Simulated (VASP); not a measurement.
# Ag (P6/mmm) in VASP: a series of runs

The runs below take Ag through single point, relaxation of cell and atoms, with LDA.

Everything below comes from runs of VASP 6.6.1. Logs are shortened: lines on timing, memory, paths and dates and some standing lists are left out, and cuts for length are marked.

## (1) The cell of the first run

Symmetry: P6/mmm, No. 191, hexagonal system. The conventional cell has a = 3.838 Å, b = 3.838 Å, c = 2.292 Å, α = 90.00°, β = 90.00°, γ = 120.00°. Within 3.0 Å of Ag (site symmetry 6/mmm) lie 14 Ag at 2.29 to 2.49 Å. Ag (site symmetry -6m2) has 11 Ag at 2.22 to 2.49 Å within 2.9 Å.

This isn't the form of Ag at room conditions, which is fcc.

## (2) Single point, LDA

File INCAR:

```
SYSTEM = Ag
ALGO = Normal
EDIFF = 1E-6
ENCUT = 500
GGA = CA
GGA_COMPAT = .False.
ISIF = 2
ISMEAR = -1
LASPH = .True.
LCHARG = .False.
LREAL = .False.
LWAVE = .False.
NBANDS = 24
NELM = 120
PREC = Accurate
SIGMA = 0.05
```

File KPOINTS:

```
k-points
0
Gamma
  10 10 13
  0 0 0
```

File POSCAR:

```
Ag
1.0
    3.8377080582      0.0000000000      0.0000000000
   -1.9188540291      3.3235526707      0.0000000000
    0.0000000000      0.0000000000      2.2917276324
Ag
3
Direct
    0.0000000000      0.0000000000      0.0000000000
    0.3333333333      0.6666666667      0.5000000000
    0.6666666667      0.3333333333      0.5000000000
```

Potentials or basis: VASP PAW LDA potentials, release 64 (Ag).

Started as:

```console
$ cat potpaw_LDA.64/Ag/POTCAR > POTCAR
$ mpirun -np 1 vasp_std > vasp.out
```

OUTCAR:

```text
SYSTEM = Ag
   EDIFF = 1E-6
   ENCUT = 500
   GGA = CA
   ISIF = 2
   ISMEAR = -1
   LASPH = .True.
   LREAL = .False.
   NELM = 120
   PREC = Accurate

 ion  position               nearest neighbor table
   1  0.000  0.000  0.000-   2 2.49   3 2.49   2 2.49   3 2.49   2 2.49   2 2.49   3 2.49   3 2.49
                             3 2.49   3 2.49   2 2.49   2 2.49
   2  0.333  0.667  0.500-   3 2.22   3 2.22   3 2.22   1 2.49   1 2.49   1 2.49   1 2.49   1 2.49
                             1 2.49   3 3.19   3 3.19   3 3.19   3 3.19   3 3.19   3 3.19
   3  0.667  0.333  0.500-   2 2.22   2 2.22   2 2.22   1 2.49   1 2.49   1 2.49   1 2.49   1 2.49
                             1 2.49   2 3.19   2 3.19   2 3.19   2 3.19   2 3.19   2 3.19

  LATTYP: Found a hexagonal cell.
 ALAT       =     3.8377080582
 C/A-ratio  =     0.5971604921

  Lattice vectors:

 A1 = (   3.8377080582,   0.0000000000,   0.0000000000)
 A2 = (  -1.9188540291,   3.3235526707,   0.0000000000)
 A3 = (   0.0000000000,   0.0000000000,   2.2917276324)

Analysis of symmetry for initial positions (statically):
=====================================================================
 Subroutine PRICEL returns:
 Original cell was already a primitive cell.

 Routine SETGRP: Setting up the symmetry group for a
 hexagonal supercell.

 Subroutine GETGRP returns: Found 24 space group operations
 (whereof 24 operations were pure point group operations)
 out of a pool of 24 trial point group operations.

The static configuration has the point symmetry D_6h.

Analysis of symmetry for dynamics (positions and initial velocities):
=====================================================================
 Subroutine PRICEL returns:
 Original cell was already a primitive cell.

 Routine SETGRP: Setting up the symmetry group for a
 hexagonal supercell.

 Subroutine GETGRP returns: Found 24 space group operations
 (whereof 24 operations were pure point group operations)
 out of a pool of 24 trial point group operations.

The dynamic configuration has the point symmetry D_6h.

 Subroutine INISYM returns: Found 24 space group operations
 (whereof 24 operations are pure point group operations),
 and found     1 'primitive' translations

----------------------------------------------------------------------------------------

                                     Primitive cell

  volume of cell :      29.2306

  direct lattice vectors                    reciprocal lattice vectors
     3.837708058  0.000000000  0.000000000     0.260572192  0.150441425  0.000000000
    -1.918854029  3.323552671  0.000000000     0.000000000  0.300882850  0.000000000
     0.000000000  0.000000000  2.291727632     0.000000000  0.000000000  0.436352028

  length of vectors
     3.837708058  3.837708058  2.291727632     0.300882850  0.300882850  0.436352028

  position of ions in fractional coordinates (direct lattice)
     0.000000000  0.000000000  0.000000000
     0.333333333  0.666666667  0.500000000
     0.666666667  0.333333333  0.500000000

  ion indices of the primitive-cell ions
   primitive index   ion index
                 1           1
                 2           2
                 3           3

----------------------------------------------------------------------------------------

 KPOINTS: k-points

Automatic generation of k-mesh.
 Grid dimensions read from file:
 generate k-points for:   10   10   13

 Generating k-lattice:

  Cartesian coordinates                     Fractional coordinates (reciprocal lattice)
     0.026057219  0.015044143  0.000000000     0.100000000 -0.000000000  0.000000000
     0.000000000  0.030088285  0.000000000     0.000000000  0.100000000  0.000000000
     0.000000000  0.000000000  0.033565541     0.000000000  0.000000000  0.076923077

  Length of vectors
     0.030088285  0.030088285  0.033565541

  Shift w.r.t. Gamma in fractional coordinates (k-lattice)
     0.000000000  0.000000000  0.000000000

 Subroutine IBZKPT returns following result:
 ===========================================

 Found     98 irreducible k-points:

 Following reciprocal coordinates:
            Coordinates               Weight
  0.000000  0.000000  0.000000      1.000000
  0.100000  0.000000  0.000000      6.000000
  0.200000  0.000000  0.000000      6.000000
  0.300000  0.000000  0.000000      6.000000
  0.400000  0.000000  0.000000      6.000000
  0.500000  0.000000  0.000000      3.000000
[... 16 lines left out ...]
  0.300000  0.100000  0.076923     24.000000
  0.400000  0.100000  0.076923     24.000000
 [... further k-points ...]
   k-points           NKPTS =     98   k-points in BZ     NKDIM =     98   number of bands    NBANDS=     24
   number of dos      NEDOS =    301   number of ions     NIONS =      3
   total plane-waves  NPLWV =  14112
   dimension x,y,z NGX =    28 NGY =   28 NGZ =   18
   dimension x,y,z NGXF=    56 NGYF=   56 NGZF=   36
   ions per type =               3
   NGX,Y,Z   is equivalent  to a cutoff of  12.13, 12.13, 13.06 a.u.
   NGXF,Y,Z  is equivalent  to a cutoff of  24.26, 24.26, 26.12 a.u.
 SYSTEM =  Ag
   PREC   = accura    normal or accurate (medium, high low for compatibility)
   ISTART =      0    job   : 0-new  1-cont  2-samecut
   ICHARG =      2    charge: 1-file 2-atom 10-const
   ISPIN  =      1    spin polarized calculation?
   LNONCOLLINEAR =      F non collinear calculations
   LSORBIT =      F    spin-orbit coupling
   LASPH  =      T    aspherical Exc in radial PAW
   ENCUT  =  500.0 eV  36.75 Ry    6.06 a.u.   7.00  7.00  4.18*2*pi/ulx,y,z
   NELM   =    120;   NELMIN=  2; NELMDL= -5     # of ELM steps
   EDIFF  = 0.1E-05   stopping-criterion for ELM
   LREAL  =      F    real-space projection
   EDIFFG = 0.1E-04   stopping-criterion for IOM
   NSW    =      0    number of steps for IOM
   IBRION =     -1    ionic relax: 0-MD 1-quasi-New 2-CG
   NFREE  =      0    steps in history (QN), initial steepest desc. (CG)
   ISIF   =      2    stress and relaxation
   ISYM   =      2    0-nonsym 1-usesym 2-fastsym
   POTIM  = 0.5000    time-step for ionic-motion
   TEBEG  =    0.0;   TEEND  =   0.0 temperature during run
   PSTRESS=    0.0 pullay stress
   NELECT =      33.0000    total number of electrons
   NUPDOWN=      -1.0000    fix difference up-down
   EMIN   =  10.00;   EMAX   =-10.00  energy-range for DOS
   EFERMI =   0.00;   METHOD = LEGACY
   ISMEAR =    -1;   SIGMA  =   0.05  broadening in eV -4-tet -1-fermi 0-gaus
   EFERMI_NEDOS =   21; number of points for ismear=-14 and -15
   IALGO  =     38    algorithm
   IMIX   =      4    mixing-type and parameters
     AMIX     =   0.40;   BMIX     =  1.00
     AMIX_MAG =   1.60;   BMIX_MAG =  1.00
  volume/ion in A,a.u.               =       9.74        65.75
  Fermi-wavevector in a.u.,A,eV,Ry     =   1.704644  3.221310 39.535952  2.905810
  Thomas-Fermi vector in A             =   2.784010
   LORBIT       =      0    0 simple, 1 ext, 2 COOP (PROOUT), +10 PAW based schemes
   GGA     = CA    functional components
   LHFCALC =     F    Hartree Fock is set to
   AEXX    =    0.0000 exact exchange contribution
   IVDW    =     0    specifies the selected vdW correction
   LEPSILON=     F    determine dielectric tensor
   LRPA    =     F    only Hartree local field effects (RPA)
 non-spin polarized calculation
  energy-cutoff  :      500.00
  volume of cell :       29.23
 maximum number of plane-waves:       755
 NGX is ok and might be reduce to    28
   NGX = 13   NGY = 13   NGZ =  9

 number of electron      32.9999995 magnetization

 Free energy of the ion-electron system (eV)
  ---------------------------------------------------
  ext. energy  EPLUGINS =         0.00000000
  ---------------------------------------------------
  free energy    TOTEN  =        -0.95616236 eV

  energy without entropy =       -0.95135338  energy(sigma->0) =       -0.95375787

 E-fermi :  19.7140     XC(G=0): -16.1612

 val. band max:       19.6983625307   @ k =   0.3000   0.3000   0.3077
 cond. band min:      19.7286211460   @ k =   0.4000   0.0000   0.3077
 fundamental gap:      0.0302586153
 Fermi energy:        19.7139798699

 k-point     1 :       0.0000    0.0000    0.0000
  band No.  band energies     occupation
      1       6.1833      2.00000
      2       7.2997      2.00000
      3      10.1119      2.00000
      4      10.4535      2.00000
      5      10.5782      2.00000
      6      10.5782      2.00000
[... 16 lines left out ...]
     23      34.5718      0.00000
     24      36.9657      0.00000

 k-point     2 :       0.1000    0.0000    0.0000
  band No.  band energies     occupation
      1       6.3644      2.00000
      2       7.3703      2.00000
      3       9.6732      2.00000
      4       9.9930      2.00000
      5      10.0227      2.00000
      6      10.4457      2.00000
[... 16 lines left out ...]
     23      34.9399      0.00000
     24      37.0550      0.00000

 k-point     3 :       0.2000    0.0000    0.0000
  band No.  band energies     occupation
      1       6.8721      2.00000
      2       7.5651      2.00000
      3       8.8024      2.00000
      4       9.5984      2.00000
      5       9.7647      2.00000
      6      10.3155      2.00000
[... 16 lines left out ...]
     23      35.9796      0.00000
     24      36.8214      0.00000

 k-point     4 :       0.3000    0.0000    0.0000
  band No.  band energies     occupation
      1       7.5321      2.00000
      2       7.7453      2.00000
      3       8.2774      2.00000
      4       9.4051      2.00000
      5       9.5004      2.00000
      6      10.1054      2.00000
[... 16 lines left out ...]
     23      36.3805      0.00000
     24      37.5411      0.00000

 k-point     5 :       0.4000    0.0000    0.0000
  band No.  band energies     occupation
      1       7.3532      2.00000
      2       8.2600      2.00000
      3       8.5630      2.00000
      4       9.2419      2.00000
      5       9.3638      2.00000
      6       9.9368      2.00000
[... 451 lines left out ...]
 k-point    22 :       0.2000    0.1000    0.0769
  band No.  band energies     occupation
      1       7.4977      2.00000
      2       7.9718      2.00000
      3       8.5098      2.00000
      4       9.0280      2.00000
      5       9.9432      2.00000
      6      10.4634      2.00000
[... 16 lines left out ...]
     23      35.7254      0.00000
     24      36.7749      0.00000

 k-point    23 :       0.3000    0.1000    0.0769
  band No.  band energies     occupation
      1       7.6703      2.00000
      2       8.2225      2.00000
      3       8.5257      2.00000
      4       8.9979      2.00000
      5       9.6858      2.00000
      6      10.1961      2.00000
[... 16 lines left out ...]
     23      36.5131      0.00000
     24      37.2034      0.00000

 k-point    24 :       0.4000    0.1000    0.0769
  band No.  band energies     occupation
      1       7.3987      2.00000
      2       8.5467      2.00000
      3       8.8354      2.00000
      4       9.2946      2.00000
      5       9.4096      2.00000
      6       9.8783      2.00000
[... 16 lines left out ...]
     23      36.3140      0.00000
     24      37.6386      0.00000

 [... further k-points ...]
[... 5 lines left out ...]
  --------------------------------------------------------------------------------------
  -------------------------------------------------------------------------------------
  Total       51.2938607     51.2938607     51.3627963      0.0000000     -0.0000000      0.0000000
  in kB     2811.5024697   2811.5024697   2815.2809440      0.0000000     -0.0000000      0.0000000
  external PRESSURE =    2812.7619611 kB  Pullay stress =       0.0000000 kB

 VOLUME and BASIS-vectors are now :
 -----------------------------------------------------------------------------
  energy-cutoff  :      500.00
  volume of cell :       29.23
      direct lattice vectors                 reciprocal lattice vectors
     3.837708058  0.000000000  0.000000000     0.260572192  0.150441425  0.000000000
    -1.918854029  3.323552671  0.000000000     0.000000000  0.300882850  0.000000000
     0.000000000  0.000000000  2.291727632     0.000000000  0.000000000  0.436352028

 POSITION                                       TOTAL-FORCE (eV/Angst)
 -----------------------------------------------------------------------------------
      0.00000      0.00000      0.00000         0.000000      0.000000      0.000000
     -0.00000      2.21570      1.14586         0.000000      0.000000      0.000000
      1.91885      1.10785      1.14586        -0.000000     -0.000000      0.000000
 -----------------------------------------------------------------------------------
    total drift:                                0.000000      0.000000     -0.000000

  FREE ENERGIE OF THE ION-ELECTRON SYSTEM (eV)
  ---------------------------------------------------
  free  energy   TOTEN  =        -0.9561623616 eV

  energy  without entropy=       -0.9513533770  energy(sigma->0) =       -0.95375787
```

Run time: 26 s. Hardware: 1 thread of Intel Xeon Platinum 8488C (Sapphire Rapids), shared host; peak memory 0.16 GiB.

What came out:

| Quantity | Value |
| --- | --- |
| Free energy | -0.9562 eV |
| Pressure | 281.3 GPa |
| Band gap on the k mesh | zero (an odd number of electrons rules out a gap without spin polarisation) |

Stress tensor (GPa, compression positive):
```
281.15   0.00   0.00
  0.00 281.15   0.00
  0.00   0.00 281.53
```

Levels at points of the mesh, in eV from the Fermi level:
| k point | band 12 | band 13 | band 14 | band 15 | band 16 | band 17 | band 18 | band 19 | band 20 | band 21 |
| --- | --- | --- | --- | --- | --- | --- | --- | --- | --- | --- |
| (0.00, 0.00, 0.00) | -6.56 | -6.48 | -6.48 | -3.47 | -3.47 | 6.76 | 6.76 | 6.88 | 6.88 | 8.33 |
| (0.50, 0.00, 0.00) | -4.71 | -4.37 | -4.33 | -4.30 | -3.88 | -3.41 | -2.31 | 8.23 | 13.98 | 14.79 |

Caveat: the cell stands under pressure.

(Continued in part 2 of 2.)

The gap in the log of VASP goes by the Fermi energy; the results here count the filled bands.